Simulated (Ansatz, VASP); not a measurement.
**One calculation of Ir, two programs**

```
Ir
1.0
     2.62880    0.00000    0.00000
    -1.31440    2.27660    0.00000
     0.00000    0.00000    2.56603
Ir
1
Direct
  0.00000 0.00000 0.00000
```

Alike in both runs: functional PBEsol; k mesh 24 × 24 × 22; occupations gaussian, width 0.1 eV; no spin polarisation.

Ansatz relaxed the structure, and its values are those at the end. VASP's run is a single point on that final structure, the one shown.

|  | VASP | Ansatz |
| --- | --- | --- |
| version | VASP 6.6.1 | Ansatz 0.2.0 |
| potentials or method | VASP PAW PBE potentials, release 64 (Ir), cutoff 520 eV | scalar-relativistic, plane waves, PAW |
| valence electrons in the cell | 9 | 17 |

Ansatz gave:

| Property | Result |
| --- | --- |
| gap on the k mesh at the Fermi level (eV) | none |
| pressure (GPa) | 0.0 |

Question: Estimate VASP's values.

Answer: gap on the k mesh at the Fermi level (eV): none; pressure (GPa): 0.6.

VASP's potentials were made for PBE, not for PBEsol. A gap of «none» marks a metal or a gap that the smearing closes. With one functional, cell and mesh, what is left measures potentials, basis and numerics. VASP's potentials hold 9 valence electrons a cell and Ansatz's 17, so a difference there can come from the potentials and not from the codes.

Spin-orbit coupling is off throughout.
